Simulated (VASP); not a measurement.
# Pd (Fm-3m) in VASP: notebook, part 2 of 2

VASP 6.6.1. Earlier steps stand in the parts before.

**3. Single point, PBEsol**

INCAR reads:

```
  ALGO = Normal
  EDIFF = 1E-6
  ENCUT = 520
  GGA = PS
  ISIF = 2
  ISMEAR = 0
  LASPH = True
  LCHARG = False
  LREAL = False
  LWAVE = False
  NBANDS = 11
  NELM = 60
  PREC = Accurate
  SIGMA = 0.15
```

KPOINTS reads:

```
k-points
0
Gamma
  24 24 24
```

POSCAR reads:

```
Pd
1.0
    0.0000000000      1.9449000000      1.9449000000
    1.9449000000      0.0000000000      1.9449000000
    1.9449000000      1.9449000000      0.0000000000
Pd
1
Direct
    0.0000000000      0.0000000000      0.0000000000
```

Potentials or basis: VASP PAW PBE potentials, release 64 (Pd).

The run is started by

```sh
cat potpaw_PBE.64/Pd/POTCAR > POTCAR
mpirun -np 1 vasp_std > vasp.out
```

OUTCAR:

```text
EDIFF = 1E-6
   ENCUT = 520
   GGA = PS
   ISIF = 2
   ISMEAR = 0
   LASPH = True
   LREAL = False
   NELM = 60
   PREC = Accurate

 ion  position               nearest neighbor table
   1  0.000  0.000  0.000-

  LATTYP: Found a face centered cubic cell.
 ALAT       =     3.8898000000

  Lattice vectors:

 A1 = (   0.0000000000,   1.9449000000,   1.9449000000)
 A2 = (   1.9449000000,   0.0000000000,   1.9449000000)
 A3 = (   1.9449000000,   1.9449000000,   0.0000000000)

Analysis of symmetry for initial positions (statically):
=====================================================================
 Subroutine PRICEL returns:
 Original cell was already a primitive cell.

 Routine SETGRP: Setting up the symmetry group for a
 face centered cubic supercell.

 Subroutine GETGRP returns: Found 48 space group operations
 (whereof 48 operations were pure point group operations)
 out of a pool of 48 trial point group operations.

The static configuration has the point symmetry O_h .

Analysis of symmetry for dynamics (positions and initial velocities):
=====================================================================
 Subroutine PRICEL returns:
 Original cell was already a primitive cell.

 Routine SETGRP: Setting up the symmetry group for a
 face centered cubic supercell.

 Subroutine GETGRP returns: Found 48 space group operations
 (whereof 48 operations were pure point group operations)
 out of a pool of 48 trial point group operations.

The dynamic configuration has the point symmetry O_h .

 Subroutine INISYM returns: Found 48 space group operations
 (whereof 48 operations are pure point group operations),
 and found     1 'primitive' translations

----------------------------------------------------------------------------------------

                                     Primitive cell

  volume of cell :      14.7137

  direct lattice vectors                    reciprocal lattice vectors
[... 110 lines left out ...]
   GGA     = PS    functional components
   LHFCALC =     F    Hartree Fock is set to
   AEXX    =    0.0000 exact exchange contribution
   IVDW    =     0    specifies the selected vdW correction
   LEPSILON=     F    determine dielectric tensor
   LRPA    =     F    only Hartree local field effects (RPA)
 non-spin polarized calculation
 Gauss-broadening in eV      SIGMA  =   0.15
  energy-cutoff  :      520.00
  volume of cell :       14.71
 maximum number of plane-waves:       415
   NGX = 11   NGY = 11   NGZ = 11

 number of electron      10.0000000 magnetization

 Free energy of the ion-electron system (eV)
  ---------------------------------------------------
  ext. energy  EPLUGINS =         0.00000000
  ---------------------------------------------------
  free energy    TOTEN  =        -5.97265337 eV

  energy without entropy =       -5.94779408  energy(sigma->0) =       -5.96022372

 E-fermi :   9.6786     XC(G=0): -13.3953

 val. band max:        9.6766816238   @ k =  -0.4583   0.2917   0.0000
 cond. band min:       9.6802645021   @ k =  -0.3750   0.4167   0.0417
 fundamental gap:      0.0035828783
 Fermi energy:         9.6785644212

 k-point     1 :       0.0000    0.0000    0.0000
  band No.  band energies     occupation
      1       2.4029      2.00000
      2       6.7989      2.00000
      3       6.7989      2.00000
      4       6.7989      2.00000
      5       8.4372      2.00000
      6       8.4372      2.00000
      7      26.7906      0.00000
      8      31.5736      0.00000
      9      31.5736      0.00000
     10      31.5736      0.00000
     11      35.7524      0.00000
[... 309 lines left out ...]
 k-point    24 :       0.4583    0.0417    0.0000
  band No.  band energies     occupation
      1       4.3665      2.00000
      2       6.7419      2.00000
      3       6.8249      2.00000
      4       9.0820      2.00000
      5       9.6190      1.42581
      6      10.5463      0.00000
      7      17.6087      0.00000
      8      26.3046      0.00000
      9      30.5392      0.00000
     10      30.8299      0.00000
     11      35.8254      0.00000

 [... further k-points ...]

------------------------ aborting loop because EDIFF is reached ----------------------------------------

  FORCE on cell =-STRESS in cart. coord.  units (eV):
  Direction    XX          YY          ZZ          XY          YZ          ZX
  --------------------------------------------------------------------------------------
  -------------------------------------------------------------------------------------
  Total       -0.2213110     -0.2213110     -0.2213110      0.0000000      0.0000000      0.0000000
  in kB      -24.0986024    -24.0986024    -24.0986024      0.0000000      0.0000000      0.0000000
  external PRESSURE =     -24.0986024 kB  Pullay stress =       0.0000000 kB

 VOLUME and BASIS-vectors are now :
 -----------------------------------------------------------------------------
  energy-cutoff  :      520.00
  volume of cell :       14.71
      direct lattice vectors                 reciprocal lattice vectors
     0.000000000  1.944900000  1.944900000    -0.257082626  0.257082626  0.257082626
     1.944900000  0.000000000  1.944900000     0.257082626 -0.257082626  0.257082626
     1.944900000  1.944900000  0.000000000     0.257082626  0.257082626 -0.257082626

 POSITION                                       TOTAL-FORCE (eV/Angst)
 -----------------------------------------------------------------------------------
      0.00000      0.00000      0.00000        -0.000000     -0.000000      0.000000
 -----------------------------------------------------------------------------------
    total drift:                                0.000000      0.000000      0.000000

  FREE ENERGIE OF THE ION-ELECTRON SYSTEM (eV)
  ---------------------------------------------------
  free  energy   TOTEN  =        -5.9726533672 eV

  energy  without entropy=       -5.9477940799  energy(sigma->0) =       -5.96022372
```

OSZICAR:

```text
N       E                     dE             d eps       ncg     rms          rms(c)
DAV:   1     0.414074120423E+02    0.41407E+02   -0.51324E+03  9142   0.850E+02
DAV:   2    -0.578225557995E+01   -0.47190E+02   -0.45593E+02 10255   0.183E+02
DAV:   3    -0.635671227302E+01   -0.57446E+00   -0.57222E+00 10966   0.214E+01
DAV:   4    -0.635920614411E+01   -0.24939E-02   -0.24936E-02 10906   0.149E+00
DAV:   5    -0.635923276201E+01   -0.26618E-04   -0.26618E-04 11946   0.139E-01    0.841E+00
DAV:   6    -0.598789622574E+01    0.37134E+00   -0.15609E+00 11147   0.101E+01    0.374E+00
DAV:   7    -0.597731790224E+01    0.10578E-01   -0.31103E-02 11909   0.110E+00    0.198E+00
DAV:   8    -0.597268167014E+01    0.46362E-02   -0.16118E-03 11283   0.381E-01    0.971E-02
DAV:   9    -0.597264961938E+01    0.32051E-04   -0.17146E-04 12346   0.110E-01    0.163E-02
DAV:  10    -0.597265400238E+01   -0.43830E-05   -0.36018E-06 11345   0.181E-02    0.971E-03
DAV:  11    -0.597265336724E+01    0.63514E-06   -0.52442E-08  7654   0.229E-03
   1 F= -.59726534E+01 E0= -.59602237E+01  d E =-.248593E-01
```

stdout:

```text
POSCAR found type information on POSCAR Pd
 POSCAR found :  1 types and       1 ions
 scaLAPACK will be used
 -----------------------------------------------------------------------------
|                                                                             |
|                                                                             |
|     You enforced a specific xc type in the INCAR file but a different       |
|     I HOPE YOU KNOW WHAT YOU ARE DOING!                                     |
|                                                                             |
 -----------------------------------------------------------------------------

 LDA part: xc-table for (Slater+PW92), standard interpolation
 POSCAR, INCAR and KPOINTS ok, starting setup
 FFT: planning ... GRIDC
 FFT: planning ... GRID_SOFT
 FFT: planning ... GRID
 WAVECAR not read
 entering main loop
```

It took 19 s on 1 thread of Intel Xeon 6975P-C (Granite Rapids), shared host; peak memory 0.17 GiB.

What came out:

| Item | Value |
| --- | --- |
| Free energy | -5.9727 eV |
| Pressure | -2.4 GPa |
| Band gap on the k mesh | zero (band 5 reaches 9.96 eV, above the bottom of band 6 at 8.37 eV) |

Caveat: the PAW data sets were made with another functional, which shifts forces and pressure a little.
